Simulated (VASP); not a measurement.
Input of a VASP 6.6.1 run:

File INCAR:

```
PREC = Accurate ; ENCUT = 520
EDIFF = 1E-7 ; ISMEAR = -1
SIGMA = 0.05 ; LREAL = False
LASPH = True ; NELM = 60
ALGO = Normal ; ISIF = 2
LWAVE = False ; LCHARG = False
NBANDS = 9
```

KPOINTS

```
Automatic mesh
0
Gamma
  9 9 9
```

Contents of POSCAR:

```
LiH
1.0
    0.0000000000      2.0502388037      2.0502388037
    2.0502388037      0.0000000000      2.0502388037
    2.0502388037      2.0502388037      0.0000000000
Li H
1 1
Direct
    0.0000000000      0.0000000000      0.0000000000
    0.5000000000      0.5000000000      0.5000000000
```

Potentials or basis: VASP PAW LDA potentials, release 64 (Li_sv, H).

Command:

```bash
$ cat potpaw_LDA.64/Li_sv/POTCAR potpaw_LDA.64/H/POTCAR > POTCAR
$ mpirun -np 1 vasp_std > vasp.out
```

Predict the band gap on the k mesh.

2.95 eV, direct.

 Expect the measured gap to be larger: semilocal functionals such as LDA lack the derivative discontinuity.
